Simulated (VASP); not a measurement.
TaN: single point with PBE

The system is TaN.

```
Ta N
1.0
     2.98255    0.00000    0.00000
    -1.49128    2.58297    0.00000
     0.00000    0.00000   11.19764
Ta N
4 4
Direct
  0.00000 0.00000 0.00000
  0.33333 0.66667 0.25000
  0.00000 0.00000 0.50000
  0.66667 0.33333 0.75000
  0.66667 0.33333 0.12906
  0.66667 0.33333 0.37094
  0.33333 0.66667 0.62906
  0.33333 0.66667 0.87094
```

```json
{
  "Program": "VASP 6.6.1",
  "Task": "single point",
  "Functional": "PBE",
  "Potentials or basis": "VASP PAW PBE potentials, release 64 (Ta_pv, N)",
  "Cutoff": "520 eV",
  "k mesh": "12 × 12 × 5",
  "Occupations": "gaussian, width 0.1 eV",
  "Spin": "no spin polarisation"
}
```

* Pressure: 0.8 GPa
* Largest force: 0.013 eV/Å
* Band gap on the k mesh: zero (band 32 reaches 9.28 eV, above the bottom of band 33 at 8.45 eV)

Forces on the atoms (eV/Å):
```
Ta   0.000  0.000  0.000
Ta   0.000  0.000  0.000
Ta   0.000  0.000  0.000
Ta   0.000  0.000  0.000
N    0.000  0.000 -0.013
N    0.000  0.000  0.013
N    0.000  0.000 -0.013
N    0.000  0.000  0.013
```

Stress tensor (GPa, compression positive):
```
0.72 0.00 0.00
0.00 0.72 0.00
0.00 0.00 0.90
```

Levels at points of the mesh, in eV from the Fermi level:
```csv
k point,band 29,band 30,band 31,band 32,band 33,band 34,band 35,band 36
"(0.00, 0.00, 0.00)",-3.27,-1.09,-1.09,-0.36,-0.31,0.17,0.17,0.82
"(0.50, 0.00, 0.00)",-3.89,-2.41,-1.67,0.24,2.21,2.70,3.15,3.20
```

It took 3.5 min on 1 thread of AMD EPYC 7R43 64-Core Processor (Zen 3), with other jobs on the host, peak memory 0.28 GiB.

Caveat: spin-orbit coupling is left out, which moves the levels of the heavy elements.
